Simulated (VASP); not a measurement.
# BaS (Fm-3m) in VASP: further runs

BaS is run at these levels: PBE; tasks: single point.

All numbers are computed with VASP 6.6.1; they aren't measurements. Logs are shortened: lines on timing, memory, paths and dates and some standing lists are left out, and cuts for length are marked.

### Step 1. The cell of the first run

It takes space group Fm-3m (No. 225, cubic). The conventional cell has a = 6.429 Å, b = 6.429 Å, c = 6.429 Å, α = 90.00°, β = 90.00°, γ = 90.00°. Ba (site symmetry m-3m) has 6 S at 3.21 Å within 4.2 Å. S (site symmetry m-3m) has 6 Ba at 3.21 Å within 4.2 Å.

### Step 2. Single point, PBE

Contents of INCAR:

```
SYSTEM = BaS
PREC = Accurate ; ENCUT = 520
EDIFF = 1E-7 ; ISMEAR = -1
SIGMA = 0.02 ; LREAL = .False.
LASPH = .True. ; NELM = 80
ALGO = Normal ; ISIF = 2
LWAVE = .False. ; LCHARG = .False.
GGA = PE ; NBANDS = 15
```

Contents of KPOINTS:

```
Automatic mesh
0
Gamma
  8 8 8
  0 0 0
```

Contents of POSCAR:

```
BaS
1.0
    0.0000000000      3.2143926808      3.2143926808
    3.2143926808      0.0000000000      3.2143926808
    3.2143926808      3.2143926808      0.0000000000
Ba S
1 1
Direct
    0.0000000000      0.0000000000      0.0000000000
    0.5000000000      0.5000000000      0.5000000000
```

Potentials or basis: VASP PAW PBE potentials, release 64 (Ba_sv, S).

Command:

```bash
cat potpaw_PBE.64/Ba_sv/POTCAR potpaw_PBE.64/S/POTCAR > POTCAR
mpirun -np 1 vasp_std > vasp.out
```

OUTCAR:

```text
SYSTEM = BaS
   PREC = Accurate
   ENCUT = 520
   EDIFF = 1E-7
   ISMEAR = -1
   LREAL = .False.
   LASPH = .True.
   NELM = 80
   ISIF = 2
   GGA = PE

 ion  position               nearest neighbor table
   1  0.000  0.000  0.000-   2 3.21   2 3.21   2 3.21   2 3.21   2 3.21   2 3.21
   2  0.500  0.500  0.500-   1 3.21   1 3.21   1 3.21   1 3.21   1 3.21   1 3.21

  LATTYP: Found a face centered cubic cell.
 ALAT       =     6.4287853616

  Lattice vectors:

 A1 = (   0.0000000000,   3.2143926808,   3.2143926808)
 A2 = (   3.2143926808,   0.0000000000,   3.2143926808)
 A3 = (   3.2143926808,   3.2143926808,   0.0000000000)

Analysis of symmetry for initial positions (statically):
=====================================================================
 Subroutine PRICEL returns:
 Original cell was already a primitive cell.

 Routine SETGRP: Setting up the symmetry group for a
 face centered cubic supercell.

 Subroutine GETGRP returns: Found 48 space group operations
 (whereof 48 operations were pure point group operations)
 out of a pool of 48 trial point group operations.

The static configuration has the point symmetry O_h .

Analysis of symmetry for dynamics (positions and initial velocities):
=====================================================================
 Subroutine PRICEL returns:
 Original cell was already a primitive cell.

 Routine SETGRP: Setting up the symmetry group for a
 face centered cubic supercell.

 Subroutine GETGRP returns: Found 48 space group operations
 (whereof 48 operations were pure point group operations)
 out of a pool of 48 trial point group operations.

The dynamic configuration has the point symmetry O_h .

 Subroutine INISYM returns: Found 48 space group operations
 (whereof 48 operations are pure point group operations),
 and found     1 'primitive' translations

----------------------------------------------------------------------------------------

                                     Primitive cell

  volume of cell :      66.4243

  direct lattice vectors                    reciprocal lattice vectors
     0.000000000  3.214392681  3.214392681    -0.155550379  0.155550379  0.155550379
     3.214392681  0.000000000  3.214392681     0.155550379 -0.155550379  0.155550379
     3.214392681  3.214392681  0.000000000     0.155550379  0.155550379 -0.155550379

  length of vectors
     4.545837724  4.545837724  4.545837724     0.269421160  0.269421160  0.269421160

  position of ions in fractional coordinates (direct lattice)
     0.000000000  0.000000000  0.000000000
     0.500000000  0.500000000  0.500000000

  ion indices of the primitive-cell ions
   primitive index   ion index
                 1           1
                 2           2

----------------------------------------------------------------------------------------

 KPOINTS: Automatic mesh

Automatic generation of k-mesh.
 Grid dimensions read from file:
 generate k-points for:    8    8    8

 Generating k-lattice:

  Cartesian coordinates                     Fractional coordinates (reciprocal lattice)
    -0.019443797  0.019443797  0.019443797     0.125000000  0.000000000  0.000000000
     0.019443797 -0.019443797  0.019443797     0.000000000  0.125000000  0.000000000
     0.019443797  0.019443797 -0.019443797     0.000000000  0.000000000  0.125000000

  Length of vectors
     0.033677645  0.033677645  0.033677645

  Shift w.r.t. Gamma in fractional coordinates (k-lattice)
     0.000000000  0.000000000  0.000000000

 Subroutine IBZKPT returns following result:
 ===========================================

 Found     29 irreducible k-points:

 Following reciprocal coordinates:
            Coordinates               Weight
  0.000000  0.000000  0.000000      1.000000
  0.125000  0.000000  0.000000      8.000000
  0.250000  0.000000  0.000000      8.000000
  0.375000  0.000000  0.000000      8.000000
  0.500000  0.000000  0.000000      4.000000
  0.125000  0.125000  0.000000      6.000000
[... 16 lines left out ...]
  0.500000  0.250000  0.125000     48.000000
 -0.375000  0.250000  0.125000     24.000000
 [... further k-points ...]
   k-points           NKPTS =     29   k-points in BZ     NKDIM =     29   number of bands    NBANDS=     15
   number of dos      NEDOS =    301   number of ions     NIONS =      2
   total plane-waves  NPLWV =  46656
   dimension x,y,z NGX =    36 NGY =   36 NGZ =   36
   dimension x,y,z NGXF=    72 NGYF=   72 NGZF=   72
   ions per type =               1   1
   NGX,Y,Z   is equivalent  to a cutoff of  13.17, 13.17, 13.17 a.u.
   NGXF,Y,Z  is equivalent  to a cutoff of  26.33, 26.33, 26.33 a.u.
 SYSTEM =  BaS
   PREC   = accura    normal or accurate (medium, high low for compatibility)
   ISTART =      0    job   : 0-new  1-cont  2-samecut
   ICHARG =      2    charge: 1-file 2-atom 10-const
   ISPIN  =      1    spin polarized calculation?
   LNONCOLLINEAR =      F non collinear calculations
   LSORBIT =      F    spin-orbit coupling
   LASPH  =      T    aspherical Exc in radial PAW
   ENCUT  =  520.0 eV  38.22 Ry    6.18 a.u.   8.45  8.45  8.45*2*pi/ulx,y,z
   NELM   =     80;   NELMIN=  2; NELMDL= -5     # of ELM steps
   EDIFF  = 0.1E-06   stopping-criterion for ELM
   LREAL  =      F    real-space projection
   EDIFFG = 0.1E-05   stopping-criterion for IOM
   NSW    =      0    number of steps for IOM
   IBRION =     -1    ionic relax: 0-MD 1-quasi-New 2-CG
   NFREE  =      0    steps in history (QN), initial steepest desc. (CG)
   ISIF   =      2    stress and relaxation
   ISYM   =      2    0-nonsym 1-usesym 2-fastsym
   POTIM  = 0.5000    time-step for ionic-motion
   TEBEG  =    0.0;   TEEND  =   0.0 temperature during run
   PSTRESS=    0.0 pullay stress
   NELECT =      16.0000    total number of electrons
   NUPDOWN=      -1.0000    fix difference up-down
   EMIN   =  10.00;   EMAX   =-10.00  energy-range for DOS
   EFERMI =   0.00;   METHOD = LEGACY
   ISMEAR =    -1;   SIGMA  =   0.02  broadening in eV -4-tet -1-fermi 0-gaus
   EFERMI_NEDOS =   21; number of points for ismear=-14 and -15
   IALGO  =     38    algorithm
   IMIX   =      4    mixing-type and parameters
     AMIX     =   0.40;   BMIX     =  1.00
     AMIX_MAG =   1.60;   BMIX_MAG =  1.00
  volume/ion in A,a.u.               =      33.21       224.13
  Fermi-wavevector in a.u.,A,eV,Ry     =   1.018605  1.924885 14.116814  1.037557
  Thomas-Fermi vector in A             =   2.152072
   LORBIT       =      0    0 simple, 1 ext, 2 COOP (PROOUT), +10 PAW based schemes
   GGA     = PE    functional components
   LHFCALC =     F    Hartree Fock is set to
   AEXX    =    0.0000 exact exchange contribution
   IVDW    =     0    specifies the selected vdW correction
   LEPSILON=     F    determine dielectric tensor
   LRPA    =     F    only Hartree local field effects (RPA)
 non-spin polarized calculation
  energy-cutoff  :      520.00
  volume of cell :       66.42
 maximum number of plane-waves:      1812
 NGX is ok and might be reduce to    36
   NGX = 17   NGY = 17   NGZ = 17

 number of electron      16.0000002 magnetization

 Free energy of the ion-electron system (eV)
  ---------------------------------------------------
  ext. energy  EPLUGINS =         0.00000000
  ---------------------------------------------------
  free energy    TOTEN  =       -10.19269683 eV

  energy without entropy =      -10.19269683  energy(sigma->0) =      -10.19269683

 E-fermi :   1.7968     XC(G=0):  -8.5458

 val. band max:        1.3544958340   @ k =   0.0000   0.0000   0.0000
 cond. band min:       3.4934783597   @ k =   0.5000   0.5000   0.0000
 fundamental gap:      2.1389825256
 Fermi energy:         1.7968469999

 k-point     1 :       0.0000    0.0000    0.0000
  band No.  band energies     occupation
      1     -24.7816      2.00000
      2      -9.8392      2.00000
      3      -9.8392      2.00000
      4      -9.8392      2.00000
      5      -8.9764      2.00000
      6       1.3545      2.00000
      7       1.3545      2.00000
      8       1.3545      2.00000
      9       4.8604      0.00000
     10       5.2200      0.00000
     11       5.2200      0.00000
     12       5.2200      0.00000
     13       6.1256      0.00000
     14       6.1256      0.00000
     15      10.0557      0.00000

 k-point     2 :       0.1250    0.0000    0.0000
  band No.  band energies     occupation
      1     -24.7757      2.00000
      2     -10.1068      2.00000
      3      -9.8447      2.00000
      4      -9.8447      2.00000
      5      -8.6953      2.00000
      6       0.9534      2.00000
      7       1.1525      2.00000
      8       1.1525      2.00000
      9       5.1985      0.00000
     10       5.4482      0.00000
     11       5.4482      0.00000
     12       5.4757      0.00000
     13       6.5660      0.00000
     14       6.5660      0.00000
     15      10.6648      0.00000

 k-point     3 :       0.2500    0.0000    0.0000
  band No.  band energies     occupation
      1     -24.7614      2.00000
      2     -10.5061      2.00000
      3      -9.8576      2.00000
      4      -9.8576      2.00000
      5      -8.2618      2.00000
      6       0.2298      2.00000
      7       0.7508      2.00000
      8       0.7508      2.00000
      9       5.4392      0.00000
     10       6.0855      0.00000
     11       6.0855      0.00000
     12       6.6279      0.00000
     13       7.6716      0.00000
     14       7.6716      0.00000
     15      11.8434      0.00000
[... 343 lines left out ...]
 k-point    23 :       0.5000    0.2500    0.1250
  band No.  band energies     occupation
      1     -24.7397      2.00000
      2     -10.6467      2.00000
      3     -10.0105      2.00000
      4      -9.9146      2.00000
      5      -8.1447      2.00000
      6      -0.0731      2.00000
      7       0.4648      2.00000
      8       0.8207      2.00000
      9       5.2200      0.00000
     10       6.8824      0.00000
     11       7.4401      0.00000
     12       7.5924      0.00000
     13       8.7406      0.00000
     14       9.9643      0.00000
     15      10.5961      0.00000

 k-point    24 :      -0.3750    0.2500    0.1250
  band No.  band energies     occupation
      1     -24.7349      2.00000
      2     -10.6940      2.00000
      3     -10.0197      2.00000
      4      -9.9367      2.00000
      5      -8.1047      2.00000
      6      -0.0988      2.00000
      7       0.5124      2.00000
      8       0.5820      2.00000
      9       6.0147      0.00000
     10       6.1873      0.00000
     11       7.9295      0.00000
     12       8.1346      0.00000
     13       9.0900      0.00000
     14      10.0098      0.00000
     15      10.6318      0.00000

 [... further k-points ...]

------------------------ aborting loop because EDIFF is reached ----------------------------------------

  FORCE on cell =-STRESS in cart. coord.  units (eV):
  Direction    XX          YY          ZZ          XY          YZ          ZX
  --------------------------------------------------------------------------------------
  -------------------------------------------------------------------------------------
  Total        0.2256821      0.2256821      0.2256821      0.0000000      0.0000000      0.0000000
  in kB        5.4435336      5.4435336      5.4435336      0.0000000      0.0000000      0.0000000
  external PRESSURE =       5.4435336 kB  Pullay stress =       0.0000000 kB

 VOLUME and BASIS-vectors are now :
 -----------------------------------------------------------------------------
  energy-cutoff  :      520.00
  volume of cell :       66.42
      direct lattice vectors                 reciprocal lattice vectors
     0.000000000  3.214392681  3.214392681    -0.155550379  0.155550379  0.155550379
     3.214392681  0.000000000  3.214392681     0.155550379 -0.155550379  0.155550379
     3.214392681  3.214392681  0.000000000     0.155550379  0.155550379 -0.155550379

 POSITION                                       TOTAL-FORCE (eV/Angst)
 -----------------------------------------------------------------------------------
      0.00000      0.00000      0.00000         0.000000      0.000000     -0.000000
      3.21439      3.21439      3.21439         0.000000     -0.000000      0.000000
 -----------------------------------------------------------------------------------
    total drift:                                0.000000      0.000000      0.000000

  FREE ENERGIE OF THE ION-ELECTRON SYSTEM (eV)
  ---------------------------------------------------
  free  energy   TOTEN  =       -10.1926968313 eV

  energy  without entropy=      -10.1926968313  energy(sigma->0) =      -10.19269683
```

It took 48 s on 1 thread of Intel Xeon 8259CL, shared host; peak memory 0.21 GiB.

What came out:

| Property | Result |
| --- | --- |
| Free energy | -10.1927 eV |
| Pressure | 0.5 GPa |
| Band gap on the k mesh | 2.14 eV (least direct gap 2.29 eV) |

Caveat: spin-orbit coupling is left out, which moves the levels of the heavy elements. A k mesh can miss the band edges.

### Step 3. Single point, PBE

Contents of INCAR:

```
PREC     = Accurate       # precision mode
ENCUT    = 520            # plane-wave cutoff, eV
EDIFF    = 1E-7           # SCF threshold, eV
ISMEAR   = -1             # smearing method
SIGMA    = 0.02           # smearing width, eV
LREAL    = F              # projectors in reciprocal space
LASPH    = T              # aspherical terms in the spheres
NELM     = 100            # most SCF steps
ALGO     = Normal         # electronic algorithm
ISIF     = 2              # what is computed and relaxed
LWAVE    = F              # write WAVECAR
LCHARG   = F              # write CHGCAR
GGA      = PE             # functional
NBANDS   = 15             # bands
```

Contents of KPOINTS:

```
regular mesh
0
Gamma
  8 8 8
```

POSCAR is that of step 2.

Potentials or basis: VASP PAW PBE potentials, release 64 (Ba_sv, S).

Command:

```bash
cat potpaw_PBE.64/Ba_sv/POTCAR potpaw_PBE.64/S/POTCAR > POTCAR
mpirun -np 1 vasp_std > vasp.out
```

OUTCAR:

```text
PREC = Accurate
   ENCUT = 520
   EDIFF = 1E-7
   ISMEAR = -1
   LREAL = F
   LASPH = T
   NELM = 100
   ISIF = 2
   GGA = PE

 ion  position               nearest neighbor table
   1  0.000  0.000  0.000-   2 3.21   2 3.21   2 3.21   2 3.21   2 3.21   2 3.21
   2  0.500  0.500  0.500-   1 3.21   1 3.21   1 3.21   1 3.21   1 3.21   1 3.21

  LATTYP: Found a face centered cubic cell.
 ALAT       =     6.4287853616

  Lattice vectors:

 A1 = (   0.0000000000,   3.2143926808,   3.2143926808)
[... 617 lines left out ...]

------------------------ aborting loop because EDIFF is reached ----------------------------------------

  FORCE on cell =-STRESS in cart. coord.  units (eV):
  Direction    XX          YY          ZZ          XY          YZ          ZX
  --------------------------------------------------------------------------------------
  -------------------------------------------------------------------------------------
  Total        0.2256821      0.2256821      0.2256821      0.0000000      0.0000000      0.0000000
  in kB        5.4435336      5.4435336      5.4435336      0.0000000      0.0000000      0.0000000
  external PRESSURE =       5.4435336 kB  Pullay stress =       0.0000000 kB

 VOLUME and BASIS-vectors are now :
 -----------------------------------------------------------------------------
  energy-cutoff  :      520.00
  volume of cell :       66.42
      direct lattice vectors                 reciprocal lattice vectors
     0.000000000  3.214392681  3.214392681    -0.155550379  0.155550379  0.155550379
     3.214392681  0.000000000  3.214392681     0.155550379 -0.155550379  0.155550379
     3.214392681  3.214392681  0.000000000     0.155550379  0.155550379 -0.155550379

 POSITION                                       TOTAL-FORCE (eV/Angst)
 -----------------------------------------------------------------------------------
      0.00000      0.00000      0.00000         0.000000      0.000000     -0.000000
      3.21439      3.21439      3.21439         0.000000     -0.000000      0.000000
 -----------------------------------------------------------------------------------
    total drift:                                0.000000      0.000000      0.000000

  FREE ENERGIE OF THE ION-ELECTRON SYSTEM (eV)
  ---------------------------------------------------
  free  energy   TOTEN  =       -10.1926968313 eV

  energy  without entropy=      -10.1926968313  energy(sigma->0) =      -10.19269683
```

OSZICAR:

```text
N       E                     dE             d eps       ncg     rms          rms(c)
DAV:   1     0.848824049877E+02    0.84882E+02   -0.67433E+03   870   0.922E+02
DAV:   2    -0.554086618643E+01   -0.90423E+02   -0.81096E+02  1152   0.171E+02
DAV:   3    -0.105577872471E+02   -0.50169E+01   -0.49767E+01  1167   0.420E+01
DAV:   4    -0.106774526753E+02   -0.11967E+00   -0.11965E+00  1114   0.635E+00
DAV:   5    -0.106805069697E+02   -0.30543E-02   -0.30542E-02  1206   0.847E-01    0.470E+00
DAV:   6    -0.101742162126E+02    0.50629E+00   -0.69112E-01  1017   0.500E+00    0.320E+00
DAV:   7    -0.101770366671E+02   -0.28205E-02   -0.18786E-01  1102   0.242E+00    0.210E+00
DAV:   8    -0.101910356422E+02   -0.13999E-01   -0.24522E-02   961   0.112E+00    0.197E-01
DAV:   9    -0.101917237686E+02   -0.68813E-03   -0.33392E-03  1129   0.423E-01    0.161E-01
DAV:  10    -0.101925902522E+02   -0.86648E-03   -0.98748E-04   912   0.207E-01    0.425E-02
DAV:  11    -0.101926935202E+02   -0.10327E-03   -0.13446E-04  1087   0.698E-02    0.135E-02
DAV:  12    -0.101926968160E+02   -0.32958E-05   -0.72626E-06   996   0.177E-02    0.290E-03
DAV:  13    -0.101926967049E+02    0.11103E-06   -0.38890E-07  1151   0.400E-03    0.222E-03
DAV:  14    -0.101926968584E+02   -0.15349E-06   -0.45906E-08   708   0.170E-03    0.417E-04
DAV:  15    -0.101926968313E+02    0.27068E-07   -0.14402E-08   547   0.786E-04
   1 F= -.10192697E+02 E0= -.10192697E+02  d E =-.148409E-11
```

stdout:

```text
POSCAR found type information on POSCAR BaS
 POSCAR found :  2 types and       2 ions
 scaLAPACK will be used
 LDA part: xc-table for (Slater+PW92), standard interpolation
 POSCAR, INCAR and KPOINTS ok, starting setup
 FFT: planning ... GRIDC
 FFT: planning ... GRID_SOFT
 FFT: planning ... GRID
 WAVECAR not read
 entering main loop
```

It took 57 s on 1 thread of Intel Xeon 8259CL, shared host; peak memory 0.21 GiB.

Results:

| Item | Value |
| --- | --- |
| Free energy | -10.1927 eV |
| Pressure | 0.5 GPa |
| Band gap on the k mesh | 2.14 eV (least direct gap 2.29 eV) |

Caveat: spin-orbit coupling is left out, which moves the levels of the heavy elements. A k mesh can miss the band edges.

### Step 4. Single point, PBE

This run uses another cell than the first one, of 33.41 Å³/atom.

Contents of INCAR:

```
SYSTEM = BaS
  PREC = Accurate
  ENCUT = 520
  EDIFF = 1E-6
  ISMEAR = -1
  SIGMA = 0.02
  LREAL = .False.
  LASPH = .True.
  NELM = 100
  ALGO = Normal
  ISIF = 2
  LWAVE = .False.
  LCHARG = .False.
  GGA = PE
  NBANDS = 15
```

Contents of KPOINTS:

```
Automatic mesh
0
Gamma
  8 8 8
  0 0 0
```

Contents of POSCAR:

```
BaS
1.0
    0.0000000000      3.2208579689      3.2208579689
    3.2208579689      0.0000000000      3.2208579689
    3.2208579689      3.2208579689      0.0000000000
Ba S
1 1
Direct
    0.0000000000      0.0000000000      0.0000000000
    0.5000000000      0.5000000000      0.5000000000
```

Command:

```bash
cat potpaw_PBE.64/Ba_sv/POTCAR potpaw_PBE.64/S/POTCAR > POTCAR
mpirun -np 1 vasp_std > vasp.out
```

Run time: 54 s. Hardware: 1 thread of Intel Xeon 8259CL, shared host; peak memory 0.21 GiB.

Results (log left out):

| Item | Value |
| --- | --- |
| Free energy | -10.1938 eV |
| Pressure | 0.3 GPa |
| Band gap on the k mesh | 2.15 eV (least direct gap 2.30 eV) |

Levels at points of the mesh, in eV from the valence-band top:
```csv
k point,band 6,band 7,band 8,band 9,band 10,band 11
"(0.00, 0.00, 0.00)",0.00,0.00,0.00,3.48,3.86,3.86
"(0.50, 0.00, 0.00)",-1.88,-1.04,-1.04,5.46,5.61,6.21
"(0.50, 0.50, 0.00)",-0.55,-0.15,-0.15,2.15,5.87,5.87
```

Caveat: spin-orbit coupling is left out, which moves the levels of the heavy elements. A k mesh can miss the band edges.
